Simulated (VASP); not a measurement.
# Mg (Fm-3m) in VASP: notebook, part 2 of 2

VASP 6.6.1. The steps go on from the part before.

**4. Single point, BLYP (volume scaled by 1.04)**

The input, INCAR:

```
SYSTEM = Mg
  AGGAC = 1.0
  AGGAX = 1.0
  ALDAC = 0.0
  ALDAX = 1.0
  ALGO = Normal
  EDIFF = 1E-7
  ENCUT = 520
  GGA = B5
  ISIF = 2
  ISMEAR = -1
  LASPH = .TRUE.
  LCHARG = .FALSE.
  LREAL = .FALSE.
  LWAVE = .FALSE.
  NBANDS = 7
  NELM = 100
  PREC = Accurate
  SIGMA = 0.1
```

The input, KPOINTS:

```
k-points
0
G
  13 13 13
  0 0 0
```

The input, POSCAR:

```
Mg
1.0
    0.0000000000      2.3103921557      2.3103921557
    2.3103921557      0.0000000000      2.3103921557
    2.3103921557      2.3103921557      0.0000000000
Mg
1
Direct
    0.0000000000      0.0000000000      0.0000000000
```

Potentials or basis: VASP PAW PBE potentials, release 64 (Mg).

Command:

```sh
$ cat potpaw_PBE.64/Mg/POTCAR > POTCAR
$ mpirun -np 1 vasp_std > vasp.out
```

OUTCAR:

```text
SYSTEM = Mg
   EDIFF = 1E-7
   ENCUT = 520
   GGA = B5
   ISIF = 2
   ISMEAR = -1
   LASPH = .TRUE.
   LREAL = .FALSE.
   NELM = 100
   PREC = Accurate

 ion  position               nearest neighbor table
   1  0.000  0.000  0.000-

  LATTYP: Found a face centered cubic cell.
 ALAT       =     4.6207843114

  Lattice vectors:

 A1 = (   0.0000000000,   2.3103921557,   2.3103921557)
 A2 = (   2.3103921557,   0.0000000000,   2.3103921557)
 A3 = (   2.3103921557,   2.3103921557,   0.0000000000)

Analysis of symmetry for initial positions (statically):
=====================================================================
 Subroutine PRICEL returns:
 Original cell was already a primitive cell.

 Routine SETGRP: Setting up the symmetry group for a
 face centered cubic supercell.

 Subroutine GETGRP returns: Found 48 space group operations
 (whereof 48 operations were pure point group operations)
 out of a pool of 48 trial point group operations.

The static configuration has the point symmetry O_h .

Analysis of symmetry for dynamics (positions and initial velocities):
=====================================================================
 Subroutine PRICEL returns:
 Original cell was already a primitive cell.
[... 150 lines left out ...]

  energy without entropy =       -0.72356234  energy(sigma->0) =       -0.73144460

 E-fermi :   2.7164     XC(G=0):  -7.8237

 val. band max:        2.7155591421   @ k =  -0.3077   0.3846   0.0769
 cond. band min:       2.7423909885   @ k =   0.4615   0.0769   0.0000
 fundamental gap:      0.0268318463
 Fermi energy:         2.7164080509

 k-point     1 :       0.0000    0.0000    0.0000
  band No.  band energies     occupation
      1      -3.9090      2.00000
      2      14.5675      0.00000
      3      14.5675      0.00000
      4      14.5675      0.00000
      5      16.0089      0.00000
      6      16.0089      0.00000
      7      16.0089      0.00000
[... 221 lines left out ...]
 k-point    24 :       0.4615    0.1538    0.0000
  band No.  band energies     occupation
      1       0.0287      2.00000
      2       3.6403      0.00019
      3      10.2492      0.00000
      4      11.2476      0.00000
      5      12.4377      0.00000
      6      17.3150      0.00000
      7      18.8938      0.00000

 [... further k-points ...]
[... 5 lines left out ...]
  --------------------------------------------------------------------------------------
  -------------------------------------------------------------------------------------
  Total       -0.1718488     -0.1718488     -0.1718488     -0.0000000     -0.0000000      0.0000000
  in kB      -11.1627178    -11.1627178    -11.1627178     -0.0000000     -0.0000000      0.0000000
  external PRESSURE =     -11.1627178 kB  Pullay stress =       0.0000000 kB

 VOLUME and BASIS-vectors are now :
 -----------------------------------------------------------------------------
  energy-cutoff  :      520.00
  volume of cell :       24.67
      direct lattice vectors                 reciprocal lattice vectors
     0.000000000  2.310392156  2.310392156    -0.216413477  0.216413477  0.216413477
     2.310392156  0.000000000  2.310392156     0.216413477 -0.216413477  0.216413477
     2.310392156  2.310392156  0.000000000     0.216413477  0.216413477 -0.216413477

 POSITION                                       TOTAL-FORCE (eV/Angst)
 -----------------------------------------------------------------------------------
      0.00000      0.00000      0.00000         0.000000      0.000000      0.000000
 -----------------------------------------------------------------------------------
    total drift:                                0.000000     -0.000000     -0.000000

  FREE ENERGIE OF THE ION-ELECTRON SYSTEM (eV)
  ---------------------------------------------------
  free  energy   TOTEN  =        -0.7393268681 eV

  energy  without entropy=       -0.7235623389  energy(sigma->0) =       -0.73144460
```

OSZICAR:

```text
N       E                     dE             d eps       ncg     rms          rms(c)
DAV:   1    -0.690318321032E-01   -0.69032E-01   -0.70559E+02  1274   0.185E+02
DAV:   2    -0.728045178073E+00   -0.65901E+00   -0.63170E+00  1568   0.107E+01
DAV:   3    -0.730824846076E+00   -0.27797E-02   -0.27793E-02  1610   0.805E-01
DAV:   4    -0.730826901946E+00   -0.20559E-05   -0.20559E-05  1736   0.197E-02
DAV:   5    -0.730826902694E+00   -0.74751E-09   -0.90984E-09  1582   0.333E-04    0.516E-01
DAV:   6    -0.734901639087E+00   -0.40747E-02   -0.20907E-03  1428   0.235E-01    0.339E-01
DAV:   7    -0.739256733575E+00   -0.43551E-02   -0.97314E-03  1372   0.520E-01    0.295E-02
DAV:   8    -0.739323040224E+00   -0.66307E-04   -0.13329E-04  1736   0.644E-02    0.560E-03
DAV:   9    -0.739326658296E+00   -0.36181E-05   -0.42243E-06  1610   0.122E-02    0.278E-03
DAV:  10    -0.739326866488E+00   -0.20819E-06   -0.15888E-06  1652   0.574E-03    0.321E-04
DAV:  11    -0.739326868091E+00   -0.16028E-08   -0.26455E-08  1015   0.103E-03
   1 F= -.73932687E+00 E0= -.73144460E+00  d E =-.157645E-01
```

Run time: 18 s. Hardware: 1 thread of Intel Xeon 8259CL, shared host; peak memory 0.14 GiB.

What came out:

```
Free energy            : -0.7393 eV
Pressure               : -1.1 GPa
Band gap on the k mesh : zero (band 1 reaches 3.50 eV, above the bottom of band 2 at 1.64 eV)
```

Caveat: the PAW data sets were made with another functional, which shifts forces and pressure a little.

**5. The runs side by side**

```tsv
cell	gap on the mesh (eV)	pressure (GPa)
a = 3.181 Å, angles 60.0°, 1 atom	none	1.3
a = 3.225 Å, angles 60.0°, 1 atom	none	0.0
a = 3.267 Å, angles 60.0°, 1 atom	none	-1.1
```

Alike in all rows: task single point; level BLYP; potentials or basis VASP PAW PBE potentials, release 64 (Mg); no spin polarisation; k mesh 13 × 13 × 13; cutoff (eV) 520; smearing fermi-dirac 0.1 eV.

Caveats: the PAW data sets were made with another functional, which shifts forces and pressure a little.

Absolute energies hang on the potentials; compare differences alone.
